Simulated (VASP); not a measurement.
# SnTe (I4/mmm) in VASP: single point with PBE

Aim: the single point of SnTe with PBE.

All numbers are computed with VASP 6.6.1; they aren't measurements. Logs are shortened: lines on timing, memory, paths and dates and some standing lists are left out, and cuts for length are marked.

### 1 The cell of the first run

The structure is tetragonal, space group I4/mmm (No. 139). Conventional cell: a = 4.532 Å, b = 4.532 Å, c = 6.302 Å, α = 90.00°, β = 90.00°, γ = 90.00°. Within 4.1 Å of Sn (site symmetry 4/mmm) lie 6 Te at 3.15 to 3.20 Å. Te (site symmetry 4/mmm) has 6 Sn at 3.15 to 3.20 Å within 4.1 Å.

### 2 Single point, PBE

Contents of INCAR:

```
SYSTEM = SnTe
ALGO = Normal
EDIFF = 1E-6
ENCUT = 500
GGA = PE
GGA_COMPAT = .FALSE.
ISIF = 2
ISMEAR = 0
LASPH = .TRUE.
LCHARG = .FALSE.
LREAL = .FALSE.
LWAVE = .FALSE.
NBANDS = 17
NELM = 120
PREC = Accurate
SIGMA = 0.01
```

Contents of KPOINTS:

```
k-points
0
G
  6 6 6
  0 0 0
```

Contents of POSCAR:

```
SnTe
1.0
    0.0000000000      3.2043287243      3.1508500000
    3.2043287243      0.0000000000      3.1508500000
    3.2043287243      3.2043287243      0.0000000000
Sn Te
1 1
Direct
    0.0000000000      0.0000000000      0.0000000000
    0.5000000000      0.5000000000      0.5000000000
```

Potentials or basis: VASP PAW PBE potentials, release 64 (Sn_d, Te).

The run is started by

```sh
$ cat potpaw_PBE.64/Sn_d/POTCAR potpaw_PBE.64/Te/POTCAR > POTCAR
$ mpirun -np 1 vasp_std > vasp.out
```

OUTCAR:

```text
SYSTEM = SnTe
   EDIFF = 1E-6
   ENCUT = 500
   GGA = PE
   ISIF = 2
   ISMEAR = 0
   LASPH = .TRUE.
   LREAL = .FALSE.
   NELM = 120
   PREC = Accurate

 ion  position               nearest neighbor table
   1  0.000  0.000  0.000-   2 3.15   2 3.15   2 3.20   2 3.20   2 3.20   2 3.20
   2  0.500  0.500  0.500-   1 3.15   1 3.15   1 3.20   1 3.20   1 3.20   1 3.20

  LATTYP: Found a body centered tetragonal cell.
 ALAT       =     4.5316051402
 C/A-ratio  =     1.3906110098

  Lattice vectors:

 A1 = (   0.0000000000,  -3.2043287243,  -3.1508500000)
 A2 = (   0.0000000000,   3.2043287243,  -3.1508500000)
 A3 = (   3.2043287243,   0.0000000000,   3.1508500000)

Analysis of symmetry for initial positions (statically):
=====================================================================
 Subroutine PRICEL returns:
 Original cell was already a primitive cell.

 Routine SETGRP: Setting up the symmetry group for a
 body centered tetragonal supercell.

 Subroutine GETGRP returns: Found 16 space group operations
 (whereof 16 operations were pure point group operations)
 out of a pool of 16 trial point group operations.

The static configuration has the point symmetry D_4h.

Analysis of symmetry for dynamics (positions and initial velocities):
=====================================================================
 Subroutine PRICEL returns:
 Original cell was already a primitive cell.

 Routine SETGRP: Setting up the symmetry group for a
 body centered tetragonal supercell.

 Subroutine GETGRP returns: Found 16 space group operations
 (whereof 16 operations were pure point group operations)
 out of a pool of 16 trial point group operations.

The dynamic configuration has the point symmetry D_4h.

 Subroutine INISYM returns: Found 16 space group operations
 (whereof 16 operations are pure point group operations),
 and found     1 'primitive' translations

----------------------------------------------------------------------------------------

                                     Primitive cell

  volume of cell :      64.7041

  direct lattice vectors                    reciprocal lattice vectors
     0.000000000  3.204328724  3.150850000    -0.156038922  0.156038922  0.158687338
     3.204328724  0.000000000  3.150850000     0.156038922 -0.156038922  0.158687338
     3.204328724  3.204328724  0.000000000     0.156038922  0.156038922 -0.158687338

  length of vectors
     4.493949076  4.493949076  4.531605140     0.271805007  0.271805007  0.271805007

  position of ions in fractional coordinates (direct lattice)
     0.000000000  0.000000000  0.000000000
     0.500000000  0.500000000  0.500000000

  ion indices of the primitive-cell ions
   primitive index   ion index
                 1           1
                 2           2

----------------------------------------------------------------------------------------

 KPOINTS: k-points

Automatic generation of k-mesh.
 Grid dimensions read from file:
 generate k-points for:    6    6    6

 Generating k-lattice:

  Cartesian coordinates                     Fractional coordinates (reciprocal lattice)
    -0.026006487  0.026006487  0.026447890     0.166666667  0.000000000  0.000000000
     0.026006487 -0.026006487  0.026447890     0.000000000  0.166666667  0.000000000
     0.026006487  0.026006487 -0.026447890     0.000000000  0.000000000  0.166666667

  Length of vectors
     0.045300834  0.045300834  0.045300834

  Shift w.r.t. Gamma in fractional coordinates (k-lattice)
     0.000000000  0.000000000  0.000000000

 Subroutine IBZKPT returns following result:
 ===========================================

 Found     30 irreducible k-points:

 Following reciprocal coordinates:
            Coordinates               Weight
  0.000000  0.000000  0.000000      1.000000
  0.166667  0.000000  0.000000      8.000000
  0.333333  0.000000  0.000000      8.000000
  0.500000  0.000000  0.000000      4.000000
  0.166667  0.166667  0.000000      2.000000
  0.333333  0.166667  0.000000      8.000000
[... 16 lines left out ...]
  0.333333  0.000000  0.333333      4.000000
  0.500000 -0.000000  0.333333     16.000000
 [... further k-points ...]
   k-points           NKPTS =     30   k-points in BZ     NKDIM =     30   number of bands    NBANDS=     17
   number of dos      NEDOS =    301   number of ions     NIONS =      2
   total plane-waves  NPLWV =  46656
   dimension x,y,z NGX =    36 NGY =   36 NGZ =   36
   dimension x,y,z NGXF=    72 NGYF=   72 NGZF=   72
   ions per type =               1   1
   NGX,Y,Z   is equivalent  to a cutoff of  13.32, 13.32, 13.21 a.u.
   NGXF,Y,Z  is equivalent  to a cutoff of  26.64, 26.64, 26.41 a.u.
 SYSTEM =  SnTe
   PREC   = accura    normal or accurate (medium, high low for compatibility)
   ISTART =      0    job   : 0-new  1-cont  2-samecut
   ICHARG =      2    charge: 1-file 2-atom 10-const
   ISPIN  =      1    spin polarized calculation?
   LNONCOLLINEAR =      F non collinear calculations
   LSORBIT =      F    spin-orbit coupling
   LASPH  =      T    aspherical Exc in radial PAW
   ENCUT  =  500.0 eV  36.75 Ry    6.06 a.u.   8.19  8.19  8.26*2*pi/ulx,y,z
   NELM   =    120;   NELMIN=  2; NELMDL= -5     # of ELM steps
   EDIFF  = 0.1E-05   stopping-criterion for ELM
   LREAL  =      F    real-space projection
   EDIFFG = 0.1E-04   stopping-criterion for IOM
   NSW    =      0    number of steps for IOM
   IBRION =     -1    ionic relax: 0-MD 1-quasi-New 2-CG
   NFREE  =      0    steps in history (QN), initial steepest desc. (CG)
   ISIF   =      2    stress and relaxation
   ISYM   =      2    0-nonsym 1-usesym 2-fastsym
   POTIM  = 0.5000    time-step for ionic-motion
   TEBEG  =    0.0;   TEEND  =   0.0 temperature during run
   PSTRESS=    0.0 pullay stress
   NELECT =      20.0000    total number of electrons
   NUPDOWN=      -1.0000    fix difference up-down
   EMIN   =  10.00;   EMAX   =-10.00  energy-range for DOS
   EFERMI =   0.00;   METHOD = LEGACY
   ISMEAR =     0;   SIGMA  =   0.01  broadening in eV -4-tet -1-fermi 0-gaus
   EFERMI_NEDOS =   21; number of points for ismear=-14 and -15
   IALGO  =     38    algorithm
   IMIX   =      4    mixing-type and parameters
     AMIX     =   0.40;   BMIX     =  1.00
     AMIX_MAG =   1.60;   BMIX_MAG =  1.00
  volume/ion in A,a.u.               =      32.35       218.32
  Fermi-wavevector in a.u.,A,eV,Ry     =   1.106898  2.091734 16.670169  1.225223
  Thomas-Fermi vector in A             =   2.243405
   LORBIT       =      0    0 simple, 1 ext, 2 COOP (PROOUT), +10 PAW based schemes
   GGA     = PE    functional components
   LHFCALC =     F    Hartree Fock is set to
   AEXX    =    0.0000 exact exchange contribution
   IVDW    =     0    specifies the selected vdW correction
   LEPSILON=     F    determine dielectric tensor
   LRPA    =     F    only Hartree local field effects (RPA)
 non-spin polarized calculation
 Gauss-broadening in eV      SIGMA  =   0.01
  energy-cutoff  :      500.00
  volume of cell :       64.70
 maximum number of plane-waves:      1664
 NGX is ok and might be reduce to    36
   NGX = 17   NGY = 17   NGZ = 17

 number of electron      20.0000004 magnetization

 Free energy of the ion-electron system (eV)
  ---------------------------------------------------
  ext. energy  EPLUGINS =         0.00000000
  ---------------------------------------------------
  free energy    TOTEN  =        -7.55685643 eV

  energy without entropy =       -7.55672024  energy(sigma->0) =       -7.55678833

 E-fermi :   6.5677     XC(G=0):  -9.3483

 val. band max:        6.5611807336   @ k =   0.5000   0.0000   0.0000
 cond. band min:       6.5742665594   @ k =   0.5000   0.0000   0.0000
 fundamental gap:      0.0130858258
 Fermi energy:         6.5677236465

 k-point     1 :       0.0000    0.0000    0.0000
  band No.  band energies     occupation
      1     -15.3654      2.00000
      2     -15.3613      2.00000
      3     -15.3598      2.00000
      4     -15.3566      2.00000
      5     -15.3566      2.00000
      6      -6.0235      2.00000
[... 9 lines left out ...]
     16      11.4302      0.00000
     17      13.2724      0.00000

 k-point     2 :       0.1667    0.0000    0.0000
  band No.  band energies     occupation
      1     -15.3662      2.00000
      2     -15.3614      2.00000
      3     -15.3599      2.00000
      4     -15.3558      2.00000
      5     -15.3553      2.00000
      6      -5.8043      2.00000
[... 9 lines left out ...]
     16      11.9183      0.00000
     17      14.7332      0.00000

 k-point     3 :       0.3333    0.0000    0.0000
  band No.  band energies     occupation
      1     -15.3680      2.00000
      2     -15.3638      2.00000
      3     -15.3585      2.00000
      4     -15.3535      2.00000
      5     -15.3522      2.00000
      6      -5.2385      2.00000
[... 9 lines left out ...]
     16      13.3872      0.00000
     17      16.9817      0.00000

 k-point     4 :       0.5000    0.0000    0.0000
  band No.  band energies     occupation
      1     -15.3691      2.00000
      2     -15.3651      2.00000
      3     -15.3579      2.00000
      4     -15.3522      2.00000
      5     -15.3506      2.00000
      6      -4.8266      2.00000
[... 9 lines left out ...]
     16      15.3315      0.00000
     17      15.3988      0.00000
[... 343 lines left out ...]
      1     -15.3720      2.00000
      2     -15.3634      2.00000
      3     -15.3618      2.00000
      4     -15.3503      2.00000
      5     -15.3469      2.00000
      6      -4.4619      2.00000
[... 9 lines left out ...]
     16      16.4635      0.00000
     17      17.6159      0.00000

 k-point    23 :       0.3333    0.0000    0.3333
  band No.  band energies     occupation
      1     -15.3743      2.00000
      2     -15.3590      2.00000
      3     -15.3581      2.00000
      4     -15.3550      2.00000
      5     -15.3494      2.00000
      6      -5.0364      2.00000
[... 9 lines left out ...]
     16      15.5114      0.00000
     17      15.6231      0.00000

 k-point    24 :       0.5000   -0.0000    0.3333
  band No.  band energies     occupation
      1     -15.3754      2.00000
      2     -15.3591      2.00000
      3     -15.3580      2.00000
      4     -15.3541      2.00000
      5     -15.3482      2.00000
      6      -4.6597      2.00000
[... 9 lines left out ...]
     16      16.1092      0.00000
     17      16.5168      0.00000

 [... further k-points ...]

------------------------ aborting loop because EDIFF is reached ----------------------------------------

  FORCE on cell =-STRESS in cart. coord.  units (eV):
  Direction    XX          YY          ZZ          XY          YZ          ZX
  --------------------------------------------------------------------------------------
  -------------------------------------------------------------------------------------
  Total       -0.0007258     -0.0007258      0.7634278      0.0000000      0.0000000     -0.0000000
  in kB       -0.0179723     -0.0179723     18.9036959      0.0000000      0.0000000     -0.0000000
  external PRESSURE =       6.2892504 kB  Pullay stress =       0.0000000 kB

 VOLUME and BASIS-vectors are now :
 -----------------------------------------------------------------------------
  energy-cutoff  :      500.00
  volume of cell :       64.70
      direct lattice vectors                 reciprocal lattice vectors
     0.000000000  3.204328724  3.150850000    -0.156038922  0.156038922  0.158687338
     3.204328724  0.000000000  3.150850000     0.156038922 -0.156038922  0.158687338
     3.204328724  3.204328724  0.000000000     0.156038922  0.156038922 -0.158687338

 POSITION                                       TOTAL-FORCE (eV/Angst)
 -----------------------------------------------------------------------------------
      0.00000      0.00000      0.00000        -0.000000     -0.000000      0.000000
      3.20433      3.20433      3.15085         0.000000      0.000000      0.000000
 -----------------------------------------------------------------------------------
    total drift:                               -0.000000      0.000000      0.000000

  FREE ENERGIE OF THE ION-ELECTRON SYSTEM (eV)
  ---------------------------------------------------
  free  energy   TOTEN  =        -7.5568564260 eV

  energy  without entropy=       -7.5567202373  energy(sigma->0) =       -7.55678833
```

It took 18 s on 1 thread of Intel Xeon 6975P-C (Granite Rapids), shared host; peak memory 0.21 GiB.

What came out:

| Quantity | Value |
| --- | --- |
| Free energy | -7.5569 eV |
| Pressure | 0.6 GPa |
| Band gap on the k mesh | 0.01 eV |

Levels at points of the mesh, in eV from the valence-band top:
```tsv
k point	band 7	band 8	band 9	band 10	band 11	band 12	band 13	band 14
(0.00, 0.00, 0.00)	-4.83	-2.20	-2.02	-2.02	3.12	3.12	3.52	4.75
(0.50, 0.00, 0.00)	-8.19	-1.77	-1.73	0.00	0.01	0.36	0.44	7.67
(0.50, 0.50, 0.00)	-6.53	-5.39	-3.63	-3.63	2.25	4.69	4.69	6.29
(0.50, 0.00, 0.50)	-6.43	-5.35	-3.69	-3.50	2.30	4.55	4.98	6.03
```

Caveat: spin-orbit coupling is left out, which moves the levels of the heavy elements. A k mesh can miss the band edges.
